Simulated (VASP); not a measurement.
# GaCo (P4/mmm) in VASP: further runs, part 2 of 2

VASP 6.6.1. Earlier steps stand in the parts before.

### 4 Single point, PBEsol (strain +0.080 along x and y, +0.000 along z)

Input file INCAR:

```
SYSTEM = GaCo
ALGO = Fast
EDIFF = 1E-7
ENCUT = 520
GGA = PS
ISIF = 2
ISMEAR = 0
LASPH = .TRUE.
LCHARG = .FALSE.
LREAL = .FALSE.
LWAVE = .FALSE.
NBANDS = 18
NELM = 60
PREC = Accurate
SIGMA = 0.15
```

Input file KPOINTS:

```
k-points
0
G
  16 16 16
  0 0 0
```

Input file POSCAR:

```
GaCo
1.0
    3.1137480000      0.0000000000      0.0000000000
    0.0000000000      3.1137480000      0.0000000000
    0.0000000000      0.0000000000      2.8831000000
Ga Co
1 1
Direct
    0.5000000000      0.5000000000      0.5000000000
    0.0000000000      0.0000000000      0.0000000000
```

Potentials or basis: VASP PAW PBE potentials, release 64 (Ga_d, Co).

Launch:

```console
> cat potpaw_PBE.64/Ga_d/POTCAR potpaw_PBE.64/Co/POTCAR > POTCAR
> mpirun -np 1 vasp_std > vasp.out
```

OUTCAR:

```text
SYSTEM = GaCo
   EDIFF = 1E-7
   ENCUT = 520
   GGA = PS
   ISIF = 2
   ISMEAR = 0
   LASPH = .TRUE.
   LREAL = .FALSE.
   NELM = 60
   PREC = Accurate

 ion  position               nearest neighbor table
   1  0.500  0.500  0.500-   2 2.63   2 2.63   2 2.63   2 2.63   2 2.63   2 2.63   2 2.63   2 2.63

   2  0.000  0.000  0.000-   1 2.63   1 2.63   1 2.63   1 2.63   1 2.63   1 2.63   1 2.63   1 2.63

  LATTYP: Found a simple tetragonal cell.
 ALAT       =     3.1137480000
 C/A-ratio  =     0.9259259259

  Lattice vectors:

 A1 = (   3.1137480000,   0.0000000000,   0.0000000000)
 A2 = (   0.0000000000,   3.1137480000,   0.0000000000)
 A3 = (   0.0000000000,   0.0000000000,   2.8831000000)

Analysis of symmetry for initial positions (statically):
=====================================================================
 Subroutine PRICEL returns:
 Original cell was already a primitive cell.

 Routine SETGRP: Setting up the symmetry group for a
 simple tetragonal supercell.

 Subroutine GETGRP returns: Found 16 space group operations
 (whereof 16 operations were pure point group operations)
 out of a pool of 16 trial point group operations.

The static configuration has the point symmetry D_4h.

Analysis of symmetry for dynamics (positions and initial velocities):
=====================================================================
[... 157 lines left out ...]

  energy without entropy =      -11.27095694  energy(sigma->0) =      -11.28136843

 E-fermi :   7.5310     XC(G=0): -12.4453

 val. band max:        7.5307766753   @ k =   0.4375   0.1250   0.0000
 cond. band min:       7.5317599997   @ k =   0.5000   0.0625   0.1875
 fundamental gap:      0.0009833244
 Fermi energy:         7.5309853841

 k-point     1 :       0.0000    0.0000    0.0000
  band No.  band energies     occupation
      1      -7.3014      2.00000
      2      -7.2252      2.00000
      3      -7.0471      2.00000
      4      -7.0233      2.00000
      5      -7.0233      2.00000
      6      -3.2294      2.00000
[... 481 lines left out ...]
      5      -7.0224      2.00000
      6       0.1614      2.00000
[... 10 lines left out ...]
     17      20.9360      0.00000
     18      21.1934      0.00000

 [... further k-points ...]
[... 5 lines left out ...]
  --------------------------------------------------------------------------------------
  -------------------------------------------------------------------------------------
  Total       -4.5617009     -4.5617009     -3.6455227      0.0000000      0.0000000      0.0000000
  in kB     -261.4633124   -261.4633124   -208.9506681      0.0000000      0.0000000      0.0000000
  external PRESSURE =    -243.9590977 kB  Pullay stress =       0.0000000 kB

 VOLUME and BASIS-vectors are now :
 -----------------------------------------------------------------------------
  energy-cutoff  :      520.00
  volume of cell :       27.95
      direct lattice vectors                 reciprocal lattice vectors
     3.113748000  0.000000000  0.000000000     0.321156368  0.000000000  0.000000000
     0.000000000  3.113748000  0.000000000     0.000000000  0.321156368  0.000000000
     0.000000000  0.000000000  2.883100000     0.000000000  0.000000000  0.346848878

 POSITION                                       TOTAL-FORCE (eV/Angst)
 -----------------------------------------------------------------------------------
      1.55687      1.55687      1.44155         0.000000      0.000000      0.000000
      0.00000      0.00000      0.00000         0.000000      0.000000      0.000000
 -----------------------------------------------------------------------------------
    total drift:                                0.000000      0.000000     -0.000000

  FREE ENERGIE OF THE ION-ELECTRON SYSTEM (eV)
  ---------------------------------------------------
  free  energy   TOTEN  =       -11.2917799126 eV

  energy  without entropy=      -11.2709569448  energy(sigma->0) =      -11.28136843
```

Wall time 2.9 min (1 thread of AMD EPYC 7R13 (Zen 3), shared host); peak memory 0.29 GiB.

What came out:

- Free energy: -11.2918 eV
- Pressure: -24.4 GPa
- Band gap on the k mesh: zero (bands 11 and 12 overlap by 1.08 eV)

Levels at points of the mesh, in eV from the Fermi level:
```csv
k point,band 8,band 9,band 10,band 11,band 12,band 13,band 14,band 15
"(0.00, 0.00, 0.00)",-1.94,-0.61,-0.40,-0.40,3.96,3.96,6.45,9.00
"(0.50, 0.00, 0.00)",-1.77,-1.46,-0.98,-0.39,-0.02,8.48,10.27,10.45
"(0.50, 0.50, 0.00)",-2.78,-2.11,-0.70,-0.70,-0.23,1.46,2.16,11.31
"(0.00, 0.00, 0.50)",-1.64,-1.41,-1.41,-0.57,0.50,9.15,9.15,10.88
"(0.50, 0.00, 0.50)",-2.12,-1.85,-0.99,-0.93,-0.08,1.74,2.93,9.65
"(0.50, 0.50, 0.50)",-3.18,-0.18,-0.17,0.01,3.68,3.70,3.72,3.72
```

Caveat: the cell differs from its parent crystal (strain +0.080 along x and y, +0.000 along z); the cell stands under tension; the PAW data sets were made with another functional, which shifts forces and pressure a little; the run has no spin polarisation, though such a crystal can be magnetic. Spin polarisation is off, so any magnetic state and its effect on volume and gap are missing.

### 5 Summary

| cell | further INCAR settings | gap on the mesh (eV) | pressure (GPa) |
| --- | --- | --- | --- |
| a = 2.883, b = 2.883, c = 3.114 Å, 2 atoms | ALGO = Fast; EDIFF = 1e-06; NBANDS = 18 | none | -17.8 |
| a = 2.998, b = 2.998, c = 2.883 Å, 2 atoms | ALGO = Fast; EDIFF = 1e-06; NBANDS = 18 | none | -17.9 |
| a = 3.114, b = 3.114, c = 2.883 Å, 2 atoms | ALGO = Fast; EDIFF = 1e-07; NBANDS = 18 | none | -24.4 |

Alike in all rows: task single point; level PBEsol; potentials or basis VASP PAW PBE potentials, release 64 (Ga_d, Co); no spin polarisation; k mesh 16 × 16 × 16; cutoff (eV) 520; smearing gaussian 0.15 eV.

Caveats: the cell stands under tension; the PAW data sets were made with another functional, which shifts forces and pressure a little; the run has no spin polarisation, though such a crystal can be magnetic.

Total energies depend on the potentials used, so only differences within one code and one set of settings carry meaning.
